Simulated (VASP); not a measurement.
# LiSe4 (P4/mmm) in VASP: notebook

LiSe4 is run at these levels: PBE+D3(BJ); tasks: relaxation of cell and atoms, single point.

Everything below comes from runs of VASP 6.6.1. Logs are shortened: lines on timing, memory, paths and dates and some standing lists are left out, and cuts for length are marked.

## (1) The cell of the first run

It takes space group P4/mmm (No. 123, tetragonal). Conventional cell: a = 5.378 Å, b = 5.378 Å, c = 2.673 Å, α = 90.00°, β = 90.00°, γ = 90.00°. Li (site symmetry 4/mmm) has 8 Se at 2.32 Å and 2 Li at 2.67 Å within 3.1 Å. Within 3.1 Å of Se (site symmetry m2m) lie 2 Li at 2.32 Å and 6 Se at 2.67 to 2.69 Å.

## (2) Relaxation of cell and atoms, PBE+D3(BJ)

File INCAR:

```
SYSTEM = LiSe4
PREC = Accurate ; ENCUT = 600
EDIFF = 1E-7 ; ISMEAR = 0
SIGMA = 0.1 ; LREAL = .FALSE.
LASPH = .TRUE. ; NELM = 100
ALGO = Fast ; ISIF = 3
LWAVE = .FALSE. ; LCHARG = .FALSE.
GGA = PE ; IVDW = 12
IBRION = 2 ; NSW = 90
EDIFFG = -0.04
```

File KPOINTS:

```
Automatic mesh
0
G
  4 4 6
  0 0 0
```

File POSCAR:

```
LiSe4
1.0
    5.3775240000      0.0000000000      0.0000000000
    0.0000000000      5.3775240000      0.0000000000
    0.0000000000      0.0000000000      2.6730173600
Li Se
1 4
Direct
    0.5000000000      0.5000000000      0.5000000000
    0.2500000000      0.7500000000      0.0000000000
    0.2500000000      0.2500000000      0.0000000000
    0.7500000000      0.7500000000      0.0000000000
    0.7500000000      0.2500000000      0.0000000000
```

Potentials or basis: VASP PAW PBE potentials, release 64 (Li_sv, Se).

Run with:

```console
> cat potpaw_PBE.64/Li_sv/POTCAR potpaw_PBE.64/Se/POTCAR > POTCAR
> mpirun -np 1 vasp_std > vasp.out
```

OUTCAR:

```text
SYSTEM = LiSe4
   PREC = Accurate
   ENCUT = 600
   EDIFF = 1E-7
   ISMEAR = 0
   LREAL = .FALSE.
   LASPH = .TRUE.
   NELM = 100
   ISIF = 3
   GGA = PE
   IVDW = 12
   IBRION = 2
   NSW = 90
   EDIFFG = -0.04
 IVDW          = 12

 ion  position               nearest neighbor table
   1  0.500  0.500  0.500-   2 2.32   3 2.32   4 2.32   5 2.32   2 2.32   3 2.32   4 2.32   5 2.32

   2  0.250  0.750  0.000-   1 2.32   1 2.32   4 2.69   3 2.69   3 2.69   4 2.69
   3  0.250  0.250  0.000-   1 2.32   1 2.32   5 2.69   2 2.69   2 2.69   5 2.69
   4  0.750  0.750  0.000-   1 2.32   1 2.32   5 2.69   2 2.69   5 2.69   2 2.69
   5  0.750  0.250  0.000-   1 2.32   1 2.32   4 2.69   3 2.69   4 2.69   3 2.69

  LATTYP: Found a simple tetragonal cell.
 ALAT       =     5.3775240000
 C/A-ratio  =     0.4970721395

  Lattice vectors:

 A1 = (   5.3775240000,   0.0000000000,   0.0000000000)
 A2 = (   0.0000000000,   5.3775240000,   0.0000000000)
 A3 = (   0.0000000000,   0.0000000000,   2.6730173600)

Analysis of symmetry for initial positions (statically):
=====================================================================
 Subroutine PRICEL returns:
 Original cell was already a primitive cell.

 Routine SETGRP: Setting up the symmetry group for a
 simple tetragonal supercell.

 Subroutine GETGRP returns: Found 16 space group operations
 (whereof 16 operations were pure point group operations)
 out of a pool of 16 trial point group operations.

The static configuration has the point symmetry D_4h.

Analysis of symmetry for dynamics (positions and initial velocities):
=====================================================================
 Subroutine PRICEL returns:
 Original cell was already a primitive cell.

 Routine SETGRP: Setting up the symmetry group for a
 simple tetragonal supercell.

 Subroutine GETGRP returns: Found 16 space group operations
 (whereof 16 operations were pure point group operations)
 out of a pool of 16 trial point group operations.

The dynamic configuration has the point symmetry D_4h.

 Subroutine INISYM returns: Found 16 space group operations
 (whereof 16 operations are pure point group operations),
 and found     1 'primitive' translations

----------------------------------------------------------------------------------------

                                     Primitive cell

  volume of cell :      77.2977

  direct lattice vectors                    reciprocal lattice vectors
     5.377524000  0.000000000  0.000000000     0.185959189  0.000000000  0.000000000
     0.000000000  5.377524000  0.000000000     0.000000000  0.185959189  0.000000000
     0.000000000  0.000000000  2.673017360     0.000000000  0.000000000  0.374109056

  length of vectors
     5.377524000  5.377524000  2.673017360     0.185959189  0.185959189  0.374109056

  position of ions in fractional coordinates (direct lattice)
     0.500000000  0.500000000  0.500000000
     0.250000000  0.750000000  0.000000000
     0.250000000  0.250000000  0.000000000
     0.750000000  0.750000000  0.000000000
     0.750000000  0.250000000  0.000000000

  ion indices of the primitive-cell ions
   primitive index   ion index
                 1           1
                 2           2
                 3           3
                 4           4
                 5           5

----------------------------------------------------------------------------------------

 KPOINTS: Automatic mesh

Automatic generation of k-mesh.
 Grid dimensions read from file:
 generate k-points for:    4    4    6

 Generating k-lattice:

  Cartesian coordinates                     Fractional coordinates (reciprocal lattice)
     0.046489797  0.000000000  0.000000000     0.250000000  0.000000000  0.000000000
     0.000000000  0.046489797  0.000000000     0.000000000  0.250000000  0.000000000
     0.000000000  0.000000000  0.062351509     0.000000000  0.000000000  0.166666667

  Length of vectors
     0.046489797  0.046489797  0.062351509

  Shift w.r.t. Gamma in fractional coordinates (k-lattice)
     0.000000000  0.000000000  0.000000000

 Subroutine IBZKPT returns following result:
 ===========================================

 Found     24 irreducible k-points:

 Following reciprocal coordinates:
            Coordinates               Weight
  0.000000  0.000000  0.000000      1.000000
  0.250000  0.000000  0.000000      4.000000
  0.500000  0.000000  0.000000      2.000000
  0.250000  0.250000  0.000000      4.000000
  0.500000  0.250000  0.000000      4.000000
  0.500000  0.500000  0.000000      1.000000
[... 16 lines left out ...]
  0.500000  0.250000  0.500000      4.000000
  0.500000  0.500000  0.500000      1.000000
   k-points           NKPTS =     24   k-points in BZ     NKDIM =     24   number of bands    NBANDS=     17
   number of dos      NEDOS =    301   number of ions     NIONS =      5
   total plane-waves  NPLWV =  55296
   dimension x,y,z NGX =    48 NGY =   48 NGZ =   24
   dimension x,y,z NGXF=    96 NGYF=   96 NGZF=   48
   ions per type =               1   4
   NGX,Y,Z   is equivalent  to a cutoff of  14.84, 14.84, 14.93 a.u.
   NGXF,Y,Z  is equivalent  to a cutoff of  29.68, 29.68, 29.85 a.u.
 SYSTEM =  LiSe4
   PREC   = accura    normal or accurate (medium, high low for compatibility)
   ISTART =      0    job   : 0-new  1-cont  2-samecut
   ICHARG =      2    charge: 1-file 2-atom 10-const
   ISPIN  =      1    spin polarized calculation?
   LNONCOLLINEAR =      F non collinear calculations
   LSORBIT =      F    spin-orbit coupling
   LASPH  =      T    aspherical Exc in radial PAW
   ENCUT  =  600.0 eV  44.10 Ry    6.64 a.u.  10.74 10.74  5.34*2*pi/ulx,y,z
   NELM   =    100;   NELMIN=  2; NELMDL= -5     # of ELM steps
   EDIFF  = 0.1E-06   stopping-criterion for ELM
   LREAL  =      F    real-space projection
   EDIFFG = -.4E-01   stopping-criterion for IOM
   NSW    =     90    number of steps for IOM
   IBRION =      2    ionic relax: 0-MD 1-quasi-New 2-CG
   NFREE  =      1    steps in history (QN), initial steepest desc. (CG)
   ISIF   =      3    stress and relaxation
   ISYM   =      2    0-nonsym 1-usesym 2-fastsym
   POTIM  = 0.5000    time-step for ionic-motion
   TEBEG  =    0.0;   TEEND  =   0.0 temperature during run
   PSTRESS=    0.0 pullay stress
   NELECT =      27.0000    total number of electrons
   NUPDOWN=      -1.0000    fix difference up-down
   EMIN   =  10.00;   EMAX   =-10.00  energy-range for DOS
   EFERMI =   0.00;   METHOD = LEGACY
   ISMEAR =     0;   SIGMA  =   0.10  broadening in eV -4-tet -1-fermi 0-gaus
   EFERMI_NEDOS =   21; number of points for ismear=-14 and -15
   IALGO  =     68    algorithm
   IMIX   =      4    mixing-type and parameters
     AMIX     =   0.40;   BMIX     =  1.00
     AMIX_MAG =   1.60;   BMIX_MAG =  1.00
  volume/ion in A,a.u.               =      15.46       104.33
  Fermi-wavevector in a.u.,A,eV,Ry     =   1.152941  2.178743 18.085871  1.329274
  Thomas-Fermi vector in A             =   2.289589
   LORBIT       =      0    0 simple, 1 ext, 2 COOP (PROOUT), +10 PAW based schemes
   GGA     = PE    functional components
   LHFCALC =     F    Hartree Fock is set to
   AEXX    =    0.0000 exact exchange contribution
   IVDW    =    12    specifies the selected vdW correction
   LEPSILON=     F    determine dielectric tensor
   LRPA    =     F    only Hartree local field effects (RPA)
 conjugate gradient relaxation of ions
 non-spin polarized calculation
 RMM-DIIS sequential band-by-band and
 Gauss-broadening in eV      SIGMA  =   0.10
  energy-cutoff  :      600.00
  volume of cell :       77.30
 maximum number of plane-waves:      2624
 NGX is ok and might be reduce to    48
   NGX = 21   NGY = 21   NGZ = 11

--------------------------------------- Ionic step        1  -------------------------------------------

 number of electron      26.9999989 magnetization

 Free energy of the ion-electron system (eV)
  ---------------------------------------------------
  ext. energy  EPLUGINS =         0.00000000
  ---------------------------------------------------
  free energy    TOTEN  =       -13.63639551 eV

  energy without entropy =      -13.62016088  energy(sigma->0) =      -13.62827819

 E-fermi :   7.7875     XC(G=0): -10.9664

 val. band max:        7.6734000295   @ k =   0.2500   0.0000   0.1667
 cond. band min:       7.8334001650   @ k =   0.2500   0.2500   0.0000
 fundamental gap:      0.1600001355
 Fermi energy:         7.7874969541

 k-point     1 :       0.0000    0.0000    0.0000
  band No.  band energies     occupation
      1     -38.9722      2.00000
      2     -10.1467      2.00000
      3      -7.6403      2.00000
      4      -7.6403      2.00000
      5      -4.7993      2.00000
      6      -1.1134      2.00000
[... 9 lines left out ...]
     16      10.9388      0.00000
     17      10.9667      0.00000
[... 580 lines left out ...]
  FREE ENERGIE OF THE ION-ELECTRON SYSTEM (eV)
  ---------------------------------------------------
  free  energy   TOTEN  =       -18.0277330816 eV

  energy  without entropy=      -18.0212476139  energy(sigma->0) =      -18.02449035

 E-fermi :   4.5715     XC(G=0):  -9.6905

 val. band max:        4.5651353208   @ k =   0.5000   0.2500   0.5000
 cond. band min:       4.6419806148   @ k =   0.2500   0.2500   0.1667
 fundamental gap:      0.0768452940
 Fermi energy:         4.5715151021

 k-point     1 :       0.0000    0.0000    0.0000
  band No.  band energies     occupation
      1     -41.5462      2.00000
      2     -11.8331      2.00000
      3      -8.7878      2.00000
      4      -8.7878      2.00000
      5      -5.5101      2.00000
      6      -3.0967      2.00000
[... 9 lines left out ...]
     16       9.7367      0.00000
     17       9.8386      0.00000
[... 443 lines left out ...]
      1     -41.5441      2.00000
      2      -9.9864      2.00000
      3      -9.0496      2.00000
      4      -9.0496      2.00000
      5      -8.2656      2.00000
      6       0.1914      2.00000
[... 9 lines left out ...]
     16       3.6418      2.00000
     17       3.7598      2.00000

[... ionic steps 4 to 19 ...]

--------------------------------------- Ionic step       20  -------------------------------------------

 number of electron      27.0000008 magnetization

------------------------ aborting loop because EDIFF is reached ----------------------------------------

 Edisp (eV)   -1.66336

 E8    (eV) :    -0.6804
[... 75 lines left out ...]
  energy  without entropy=      -18.7950297093  energy(sigma->0) =      -18.79833784

--------------------------------------- Ionic step       22  -------------------------------------------

 number of electron      27.0000009 magnetization

 Free energy of the ion-electron system (eV)
  ---------------------------------------------------
  ext. energy  EPLUGINS =         0.00000000
  ---------------------------------------------------
  free energy    TOTEN  =       -17.14077083 eV

  energy without entropy =      -17.13397788  energy(sigma->0) =      -17.13737435

 E-fermi :   3.4390     XC(G=0):  -9.2908

 val. band max:        3.3399445777   @ k =   0.5000   0.0000   0.0000
 cond. band min:       3.4513085093   @ k =   0.5000   0.2500   0.0000
 fundamental gap:      0.1113639317
 Fermi energy:         3.4389889450

 k-point     1 :       0.0000    0.0000    0.0000
  band No.  band energies     occupation
      1     -42.4473      2.00000
      2     -12.0247      2.00000
      3      -9.3389      2.00000
      4      -9.3389      2.00000
      5      -6.5094      2.00000
      6      -3.3711      2.00000
[... 9 lines left out ...]
     16       7.0686      0.00000
     17       8.4597      0.00000
[... 494 lines left out ...]
  FREE ENERGIE OF THE ION-ELECTRON SYSTEM (eV)
  ---------------------------------------------------
  free  energy   TOTEN  =       -18.8022176482 eV

  energy  without entropy=      -18.7954246970  energy(sigma->0) =      -18.79882117

 reached required accuracy - stopping structural energy minimisation
```

It took 23 min on 1 thread of Intel Xeon Platinum 8259CL at 2.50GHz (Skylake/Cascade Lake), shared host; peak memory 0.26 GiB.

What came out:

| Property | Result |
| --- | --- |
| Free energy | -18.8022 eV |
| Relaxed volume | 21.74 Å³/atom |
| Relaxed cell | a = 5.407 Å, b = 5.407 Å, c = 3.718 Å, α = 90.00°, β = 90.00°, γ = 90.00° |
| Space group after relaxing (to 0.1 Å) | P4/mmm (No. 123) |
| Energy gained by relaxing | 554.0 meV/atom |
| Ionic steps | 22 |
| Pressure after relaxing | 0.0 GPa |
| Largest force after relaxing | 0.027 eV/Å |
| Dispersion energy per atom | -0.332 eV |

Forces in eV/Å, atoms in the order of the input:
```
Li   0.000  0.000  0.000
Se   0.019 -0.019  0.000
Se   0.019  0.019  0.000
Se  -0.019 -0.019  0.000
Se  -0.019  0.019  0.000
```

Step by step:
```tsv
step	energy change (eV)	largest force (eV/Å)	pressure (GPa)	volume (Å³)
1	0.0000	1.4184	30.46	77.30
2	-1.7109	0.1636	-6.71	114.93
3	-1.9957	0.3016	-0.76	101.12
4	-1.9960	0.2915	-1.13	101.72
5	-2.1324	0.1269	-0.43	100.79
6	-2.4535	0.6699	4.96	97.30
7	-2.3558	1.0826	8.90	95.61
8	-2.4554	0.7670	5.73	96.93
9	-2.5031	0.8412	5.77	97.73
10	-2.5384	0.8180	5.91	98.90
11	-2.5089	0.9689	6.66	101.09
12	-2.5465	0.8244	6.07	99.69
13	-2.6338	0.6628	4.21	101.89
14	-2.7454	0.3161	-0.04	108.12
15	-2.7474	0.2767	-0.54	109.02
16	-2.7474	0.2685	-0.65	109.21
17	-2.7544	0.2306	-0.53	109.10
18	-2.7676	0.1120	-0.14	108.78
19	-2.7561	0.1460	0.88	108.10
20	-2.7696	0.0456	0.11	108.59
21	-2.7696	0.0409	0.12	108.58
22	-2.7702	0.0270	0.00	108.71
```

Final structure:
```
Li Se
1.0
     5.40715    0.00000    0.00000
     0.00000    5.40715    0.00000
     0.00000    0.00000    3.71823
Li Se
1 4
Direct
  0.50000 0.50000 0.50000
  0.24243 0.75757 0.00000
  0.24243 0.24243 0.00000
  0.75757 0.75757 0.00000
  0.75757 0.24243 0.00000
```

Caveat: the k points lie up to 0.29 Å⁻¹ apart in the final cell; the cutoff is under 1.25 times the usual one of these potentials, so pressure, stress and relaxed cells hold a basis-set (Pulay) error; the volume moved by over 15 % at a fixed basis, so the end points are rough; the highest band is partly filled, so the run has too few bands.

## (3) Single point, PBE+D3(BJ)

File INCAR:

```
PREC = Accurate ; ENCUT = 520
EDIFF = 1E-7 ; ISMEAR = 0
SIGMA = 0.1 ; LREAL = F
LASPH = T ; NELM = 100
ALGO = Normal ; ISIF = 2
LWAVE = F ; LCHARG = F
GGA = PE ; IVDW = 12
NBANDS = 22
```

File KPOINTS:

```
regular mesh
0
Gamma
  4 4 6
```

POSCAR is that of step 2.

Potentials or basis: VASP PAW PBE potentials, release 64 (Li_sv, Se).

Run with:

```console
> cat potpaw_PBE.64/Li_sv/POTCAR potpaw_PBE.64/Se/POTCAR > POTCAR
> mpirun -np 1 vasp_std > vasp.out
```

Run time: 41 s. Hardware: 1 thread of Intel Xeon Platinum 8259CL at 2.50GHz (Skylake/Cascade Lake), shared host; peak memory 0.2 GiB.

It converged, with:

```yaml
Free_energy: -16.0307 eV
Largest_force: 1.420 eV/Å
Band_gap_on_the_k_mesh: zero (an odd number of electrons rules out a gap without spin polarisation)
Dispersion_energy_per_atom: -0.479 eV
```

Forces on the atoms (eV/Å):
```
Li   0.000  0.000  0.000
Se  -1.004  1.004  0.000
Se  -1.004 -1.004  0.000
Se   1.004  1.004  0.000
Se   1.004 -1.004  0.000
```

Levels at points of the mesh, in eV from the Fermi level:
| k point | band 9 | band 10 | band 11 | band 12 | band 13 | band 14 | band 15 | band 16 | band 17 | band 18 |
| --- | --- | --- | --- | --- | --- | --- | --- | --- | --- | --- |
| (0.00, 0.00, 0.00) | -6.85 | 0.91 | 0.91 | 1.04 | 1.67 | 2.75 | 3.15 | 3.15 | 3.18 | 4.95 |
| (0.50, 0.00, 0.00) | -4.82 | -2.90 | -2.55 | 1.61 | 1.69 | 1.99 | 2.17 | 3.83 | 4.04 | 4.83 |
| (0.50, 0.50, 0.00) | -3.87 | -3.79 | -3.66 | -3.59 | -3.59 | 2.31 | 2.89 | 2.89 | 3.06 | 8.36 |
| (0.00, 0.00, 0.50) | -6.89 | -6.33 | -4.54 | -4.47 | -4.47 | 1.44 | 2.03 | 3.02 | 3.02 | 3.61 |
| (0.50, 0.00, 0.50) | -6.13 | -5.68 | -5.63 | -2.76 | -2.46 | -0.39 | -0.27 | 1.94 | 2.91 | 3.71 |
| (0.50, 0.50, 0.50) | -6.94 | -2.32 | -2.20 | -2.20 | -1.92 | -1.64 | -1.26 | -1.01 | -1.01 | 5.26 |

Caveat: the k points lie up to 0.39 Å⁻¹ apart, too coarse for converged energies and pressures of a metal; the cutoff is under 1.25 times the usual one of these potentials, so pressure, stress and relaxed cells hold a basis-set (Pulay) error; forces of over 1 eV/Å act on the atoms, so gaps and moduli don't describe the material at rest.
